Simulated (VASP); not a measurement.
Write the native input for VASP 6.6.1 that does the following.

- Task: single point
- Functional: PBE
- Potentials or basis: VASP PAW PBE potentials, release 64 (In_d, Se)
- Cutoff: 520 eV
- k mesh: 12 × 12 × 6
- Occupations: gaussian, width 0.15 eV
- Spin: no spin polarisation
- Dipole correction: no
- Further INCAR settings: ALGO = Normal; EDIFF = 1e-07; NBANDS = 34

The structure of InSe2 lies in POSCAR:

```
InSe2
1.0
    4.0428890035      0.0000000000      0.0000000000
    0.0000000000      4.0428890035      0.0000000000
    0.0000000000      0.0000000000     10.1218363586
In Se
2 4
Direct
    0.0000000000      0.5000000000      0.7035851637
    0.5000000000      0.0000000000      0.2964148363
    0.0000000000      0.5000000000      0.3657877574
    0.5000000000      0.0000000000      0.6342122426
    0.0000000000      0.0000000000      0.0000000000
    0.5000000000      0.5000000000      0.0000000000
```

This cell differs from its parent crystal: strain +0.040 along x and y, +0.040 along z.

The input as run:

INCAR

```
PREC = Accurate
ENCUT = 520
EDIFF = 1E-7
ISMEAR = 0
SIGMA = 0.15
LREAL = False
LASPH = True
NELM = 100
ALGO = Normal
ISIF = 2
LWAVE = False
LCHARG = True
GGA = PE
LELF = True
LVHAR = True
NBANDS = 34
```

KPOINTS

```
regular mesh
0
Gamma
  12 12 6
```

Potentials or basis: VASP PAW PBE potentials, release 64 (In_d, Se).

Command:

```console
$ cat potpaw_PBE.64/In_d/POTCAR potpaw_PBE.64/Se/POTCAR > POTCAR
$ mpirun -np 1 vasp_std > vasp.out
```

Results of the run:

The pressure is -5.0 GPa and the largest force is 0.226 eV/Å. The band gap on the k mesh is zero (band 25 reaches 4.24 eV, above the bottom of band 26 at 2.57 eV).

Caveat: the cell differs from its parent crystal (strain +0.040 along x and y, +0.040 along z); spin-orbit coupling is left out, which moves the levels of the heavy elements.

Wall time 10 min on 1 thread of Oxide Virtual Turin-like Processor (shared host), peak memory 0.57 GiB.
